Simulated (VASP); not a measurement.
# Be (Fm-3m) in VASP: a series of runs

Runs on Be. Level: RPBE. Tasks: single point, relaxation of cell and atoms.

Everything below comes from runs of VASP 6.6.1. Logs are shortened: lines on timing, memory, paths and dates and some standing lists are left out, and cuts for length are marked.

## Step 1: The cell of the first run

The structure is cubic, space group Fm-3m (No. 225). Conventional cell: a = 3.187 Å, b = 3.187 Å, c = 3.187 Å, α = 90.00°, β = 90.00°, γ = 90.00°. Within 3.0 Å of Be (site symmetry m-3m) lie 12 Be at 2.25 Å.

This isn't the form of Be at room conditions, which is hcp.

## Step 2: Single point, RPBE

Contents of INCAR:

```
SYSTEM = Be
PREC = Accurate
ENCUT = 600
EDIFF = 1E-6
ISMEAR = -1
SIGMA = 0.1
LREAL = .False.
LASPH = .True.
NELM = 120
ALGO = Normal
ISIF = 2
LWAVE = .False.
LCHARG = .True.
GGA = RP
LELF = .True.
LVHAR = .True.
NBANDS = 7
GGA_COMPAT = .False.
```

Contents of KPOINTS:

```
Automatic mesh
0
Gamma
  17 17 17
  0 0 0
```

Contents of POSCAR:

```
Be
1.0
    0.0000000000      1.5936947023      1.5936947023
    1.5936947023      0.0000000000      1.5936947023
    1.5936947023      1.5936947023      0.0000000000
Be
1
Direct
    0.0000000000      0.0000000000      0.0000000000
```

Potentials or basis: VASP PAW PBE potentials, release 64 (Be).

Launch:

```sh
$ cat potpaw_PBE.64/Be/POTCAR > POTCAR
$ mpirun -np 1 vasp_std > vasp.out
```

OUTCAR:

```text
SYSTEM = Be
   PREC = Accurate
   ENCUT = 600
   EDIFF = 1E-6
   ISMEAR = -1
   LREAL = .False.
   LASPH = .True.
   NELM = 120
   ISIF = 2
   GGA = RP

 ion  position               nearest neighbor table
   1  0.000  0.000  0.000-

  LATTYP: Found a face centered cubic cell.
 ALAT       =     3.1873894046

  Lattice vectors:

 A1 = (   0.0000000000,   1.5936947023,   1.5936947023)
 A2 = (   1.5936947023,   0.0000000000,   1.5936947023)
 A3 = (   1.5936947023,   1.5936947023,   0.0000000000)

Analysis of symmetry for initial positions (statically):
=====================================================================
 Subroutine PRICEL returns:
 Original cell was already a primitive cell.

 Routine SETGRP: Setting up the symmetry group for a
 face centered cubic supercell.

 Subroutine GETGRP returns: Found 48 space group operations
 (whereof 48 operations were pure point group operations)
 out of a pool of 48 trial point group operations.

The static configuration has the point symmetry O_h .

Analysis of symmetry for dynamics (positions and initial velocities):
=====================================================================
 Subroutine PRICEL returns:
 Original cell was already a primitive cell.

 Routine SETGRP: Setting up the symmetry group for a
 face centered cubic supercell.

 Subroutine GETGRP returns: Found 48 space group operations
 (whereof 48 operations were pure point group operations)
 out of a pool of 48 trial point group operations.

The dynamic configuration has the point symmetry O_h .

 Subroutine INISYM returns: Found 48 space group operations
 (whereof 48 operations are pure point group operations),
 and found     1 'primitive' translations

----------------------------------------------------------------------------------------

                                     Primitive cell

  volume of cell :       8.0955

  direct lattice vectors                    reciprocal lattice vectors
     0.000000000  1.593694702  1.593694702    -0.313736376  0.313736376  0.313736376
     1.593694702  0.000000000  1.593694702     0.313736376 -0.313736376  0.313736376
     1.593694702  1.593694702  0.000000000     0.313736376  0.313736376 -0.313736376

  length of vectors
     2.253824662  2.253824662  2.253824662     0.543407343  0.543407343  0.543407343

  position of ions in fractional coordinates (direct lattice)
     0.000000000  0.000000000  0.000000000

  ion indices of the primitive-cell ions
   primitive index   ion index
                 1           1

----------------------------------------------------------------------------------------

 KPOINTS: Automatic mesh

Automatic generation of k-mesh.
 Grid dimensions read from file:
 generate k-points for:   17   17   17

 Generating k-lattice:

  Cartesian coordinates                     Fractional coordinates (reciprocal lattice)
    -0.018455081  0.018455081  0.018455081     0.058823529  0.000000000  0.000000000
     0.018455081 -0.018455081  0.018455081     0.000000000  0.058823529  0.000000000
     0.018455081  0.018455081 -0.018455081     0.000000000  0.000000000  0.058823529

  Length of vectors
     0.031965138  0.031965138  0.031965138

  Shift w.r.t. Gamma in fractional coordinates (k-lattice)
     0.000000000  0.000000000  0.000000000

 Subroutine IBZKPT returns following result:
 ===========================================

 Found    165 irreducible k-points:

 Following reciprocal coordinates:
            Coordinates               Weight
  0.000000  0.000000  0.000000      1.000000
  0.058824  0.000000  0.000000      8.000000
  0.117647  0.000000  0.000000      8.000000
  0.176471  0.000000  0.000000      8.000000
  0.235294  0.000000  0.000000      8.000000
  0.294118  0.000000  0.000000      8.000000
[... 16 lines left out ...]
 -0.176471  0.058824  0.000000     24.000000
 -0.117647  0.058824  0.000000     24.000000
 [... further k-points ...]
   k-points           NKPTS =    165   k-points in BZ     NKDIM =    165   number of bands    NBANDS=      7
   number of dos      NEDOS =    301   number of ions     NIONS =      1
   total plane-waves  NPLWV =   5832
   dimension x,y,z NGX =    18 NGY =   18 NGZ =   18
   dimension x,y,z NGXF=    36 NGYF=   36 NGZF=   36
   ions per type =               1
   NGX,Y,Z   is equivalent  to a cutoff of  13.28, 13.28, 13.28 a.u.
   NGXF,Y,Z  is equivalent  to a cutoff of  26.55, 26.55, 26.55 a.u.
 SYSTEM =  Be
   PREC   = accura    normal or accurate (medium, high low for compatibility)
   ISTART =      0    job   : 0-new  1-cont  2-samecut
   ICHARG =      2    charge: 1-file 2-atom 10-const
   ISPIN  =      1    spin polarized calculation?
   LNONCOLLINEAR =      F non collinear calculations
   LSORBIT =      F    spin-orbit coupling
   LASPH  =      T    aspherical Exc in radial PAW
   ENCUT  =  600.0 eV  44.10 Ry    6.64 a.u.   4.50  4.50  4.50*2*pi/ulx,y,z
   NELM   =    120;   NELMIN=  2; NELMDL= -5     # of ELM steps
   EDIFF  = 0.1E-05   stopping-criterion for ELM
   LREAL  =      F    real-space projection
   EDIFFG = 0.1E-04   stopping-criterion for IOM
   NSW    =      0    number of steps for IOM
   IBRION =     -1    ionic relax: 0-MD 1-quasi-New 2-CG
   NFREE  =      0    steps in history (QN), initial steepest desc. (CG)
   ISIF   =      2    stress and relaxation
   ISYM   =      2    0-nonsym 1-usesym 2-fastsym
   POTIM  = 0.5000    time-step for ionic-motion
   TEBEG  =    0.0;   TEEND  =   0.0 temperature during run
   PSTRESS=    0.0 pullay stress
   NELECT =       2.0000    total number of electrons
   NUPDOWN=      -1.0000    fix difference up-down
   EMIN   =  10.00;   EMAX   =-10.00  energy-range for DOS
   EFERMI =   0.00;   METHOD = LEGACY
   ISMEAR =    -1;   SIGMA  =   0.10  broadening in eV -4-tet -1-fermi 0-gaus
   EFERMI_NEDOS =   21; number of points for ismear=-14 and -15
   IALGO  =     38    algorithm
   IMIX   =      4    mixing-type and parameters
     AMIX     =   0.40;   BMIX     =  1.00
     AMIX_MAG =   1.60;   BMIX_MAG =  1.00
  volume/ion in A,a.u.               =       8.10        54.63
  Fermi-wavevector in a.u.,A,eV,Ry     =   1.027235  1.941192 14.357020  1.055211
  Thomas-Fermi vector in A             =   2.161169
   LORBIT       =      0    0 simple, 1 ext, 2 COOP (PROOUT), +10 PAW based schemes
   GGA     = RP    functional components
   LHFCALC =     F    Hartree Fock is set to
   AEXX    =    0.0000 exact exchange contribution
   IVDW    =     0    specifies the selected vdW correction
   LEPSILON=     F    determine dielectric tensor
   LRPA    =     F    only Hartree local field effects (RPA)
 non-spin polarized calculation
  energy-cutoff  :      600.00
  volume of cell :        8.10
 maximum number of plane-waves:       290
 NGX is ok and might be reduce to    18
   NGX =  9   NGY =  9   NGZ =  9

 number of electron       2.0000000 magnetization

 Free energy of the ion-electron system (eV)
  ---------------------------------------------------
  ext. energy  EPLUGINS =         0.00000000
  ---------------------------------------------------
  free energy    TOTEN  =        -3.43328891 eV

  energy without entropy =       -3.42886387  energy(sigma->0) =       -3.43107639

 E-fermi :   7.3404     XC(G=0): -10.5337

 val. band max:        7.2995561939   @ k =  -0.3529   0.3529   0.0000
 cond. band min:       7.3788319466   @ k =  -0.4706   0.0588   0.0000
 fundamental gap:      0.0792757527
 Fermi energy:         7.3403747326

 k-point     1 :       0.0000    0.0000    0.0000
  band No.  band energies     occupation
      1      -4.3485      2.00000
      2      26.6335      0.00000
      3      26.6335      0.00000
      4      26.6335      0.00000
      5      35.9299      0.00000
      6      35.9299      0.00000
      7      35.9299      0.00000

 k-point     2 :       0.0588    0.0000    0.0000
  band No.  band energies     occupation
      1      -4.2342      2.00000
      2      25.7060      0.00000
      3      26.4371      0.00000
      4      26.4371      0.00000
      5      34.7521      0.00000
      6      36.3060      0.00000
      7      36.3060      0.00000

 k-point     3 :       0.1176    0.0000    0.0000
  band No.  band energies     occupation
      1      -3.8912      2.00000
      2      23.3188      0.00000
      3      25.9513      0.00000
      4      25.9513      0.00000
      5      34.1955      0.00000
      6      37.1973      0.00000
      7      37.1973      0.00000

 k-point     4 :       0.1765    0.0000    0.0000
  band No.  band energies     occupation
      1      -3.3202      2.00000
      2      20.3001      0.00000
      3      25.3649      0.00000
      4      25.3649      0.00000
      5      34.4853      0.00000
      6      37.7326      0.00000
      7      37.7326      0.00000

 k-point     5 :       0.2353    0.0000    0.0000
  band No.  band energies     occupation
      1      -2.5237      2.00000
      2      17.1849      0.00000
      3      24.8139      0.00000
      4      24.8139      0.00000
      5      35.1865      0.00000
      6      36.9585      0.00000
      7      36.9585      0.00000
[... 161 lines left out ...]
 k-point    22 :      -0.2353    0.0588    0.0000
  band No.  band energies     occupation
      1      -2.1053      2.00000
      2      16.2082      0.00000
      3      23.1245      0.00000
      4      25.5108      0.00000
      5      34.6235      0.00000
      6      35.9242      0.00000
      7      36.5680      0.00000

 k-point    23 :      -0.1765    0.0588    0.0000
  band No.  band energies     occupation
      1      -2.9767      2.00000
      2      19.2740      0.00000
      3      23.6079      0.00000
      4      26.0843      0.00000
      5      34.3560      0.00000
      6      37.0339      0.00000
      7      37.4521      0.00000

 k-point    24 :      -0.1176    0.0588    0.0000
  band No.  band energies     occupation
      1      -3.6241      2.00000
      2      22.3238      0.00000
      3      24.2601      0.00000
      4      26.5329      0.00000
      5      33.8465      0.00000
      6      36.9676      0.00000
      7      38.5619      0.00000

 [... further k-points ...]
[... 5 lines left out ...]
  --------------------------------------------------------------------------------------
  -------------------------------------------------------------------------------------
  Total        0.0016260      0.0016260      0.0016260      0.0000000      0.0000000      0.0000000
  in kB        0.3218084      0.3218084      0.3218084      0.0000000      0.0000000      0.0000000
  external PRESSURE =       0.3218084 kB  Pullay stress =       0.0000000 kB

 VOLUME and BASIS-vectors are now :
 -----------------------------------------------------------------------------
  energy-cutoff  :      600.00
  volume of cell :        8.10
      direct lattice vectors                 reciprocal lattice vectors
     0.000000000  1.593694702  1.593694702    -0.313736376  0.313736376  0.313736376
     1.593694702  0.000000000  1.593694702     0.313736376 -0.313736376  0.313736376
     1.593694702  1.593694702  0.000000000     0.313736376  0.313736376 -0.313736376

 POSITION                                       TOTAL-FORCE (eV/Angst)
 -----------------------------------------------------------------------------------
      0.00000      0.00000      0.00000         0.000000      0.000000      0.000000
 -----------------------------------------------------------------------------------
    total drift:                               -0.000000     -0.000000     -0.000000

  FREE ENERGIE OF THE ION-ELECTRON SYSTEM (eV)
  ---------------------------------------------------
  free  energy   TOTEN  =        -3.4332889073 eV

  energy  without entropy=       -3.4288638686  energy(sigma->0) =       -3.43107639
```

It took 5.9 s on 1 thread of Intel Xeon Platinum 8488C (Sapphire Rapids), shared host; peak memory 0.12 GiB.

Results:

| Property | Result |
| --- | --- |
| Free energy | -3.4333 eV |
| Pressure | 0.0 GPa |
| Band gap on the k mesh | zero (bands 1 and 2 overlap by 0.20 eV) |

Caveat: the PAW data sets were made with another functional, which shifts forces and pressure a little.

## Step 3: Relaxation of cell and atoms, RPBE

This run uses another cell than the first one, of 8.11 Å³/atom.

Contents of INCAR:

```
  ALGO = Normal
  EDIFF = 1E-7
  EDIFFG = -0.01
  ENCUT = 600
  GGA = RP
  GGA_COMPAT = F
  IBRION = 2
  ISIF = 3
  ISMEAR = -1
  LASPH = T
  LCHARG = F
  LREAL = F
  LWAVE = F
  NELM = 120
  NELMIN = 4
  NSW = 80
  PREC = Accurate
  SIGMA = 0.1
```

Contents of KPOINTS:

```
k-points
0
Gamma
  17 17 17
```

Contents of POSCAR:

```
Be
1.0
    0.0000000000      1.5948182637      1.5948182637
    1.5948182637      0.0000000000      1.5948182637
    1.5948182637      1.5948182637      0.0000000000
Be
1
Direct
    0.0000000000      0.0000000000      0.0000000000
```

Potentials or basis: VASP PAW PBE potentials, release 64 (Be).

Launch:

```sh
$ cat potpaw_PBE.64/Be/POTCAR > POTCAR
$ mpirun -np 1 vasp_std > vasp.out
```

Run time: 6.3 s. Hardware: 1 thread of Intel Xeon Platinum 8488C (Sapphire Rapids), shared host; peak memory 0.11 GiB.

Results (log left out):

```
Free energy                           : -3.4333 eV
Relaxed volume                        : 8.10 Å³/atom
Relaxed cell                          : a = 2.254 Å, b = 2.254 Å, c = 2.254 Å, α = 60.00°, β = 60.00°, γ = 60.00°
Space group after relaxing (to 0.1 Å) : Fm-3m (No. 225)
Energy gained by relaxing             : 0.0 meV/atom
Ionic steps                           : 2
Pressure after relaxing               : 0.0 GPa
Band gap on the k mesh                : zero (bands 1 and 2 overlap by 0.20 eV)
```

Final structure:
```cif
data_structure
_symmetry_space_group_name_H-M 'P 1'
_symmetry_Int_Tables_number 1
_cell_length_a 2.2543
_cell_length_b 2.2543
_cell_length_c 2.2543
_cell_angle_alpha 60.000
_cell_angle_beta 60.000
_cell_angle_gamma 60.000
_cell_volume 8.10
loop_
_atom_site_label
_atom_site_type_symbol
_atom_site_fract_x
_atom_site_fract_y
_atom_site_fract_z
_atom_site_occupancy
Be1 Be 0.00000 0.00000 0.00000 1
```

Levels at points of the mesh, in eV from the Fermi level:
| k point | band 1 | band 2 | band 3 | band 4 | band 5 |
| --- | --- | --- | --- | --- | --- |
| (0.00, 0.00, 0.00) | -11.68 | 19.28 | 19.28 | 19.28 | 28.58 |

Caveat: the PAW data sets were made with another functional, which shifts forces and pressure a little.

The gap in the log of VASP goes by the Fermi energy; the results here count the filled bands.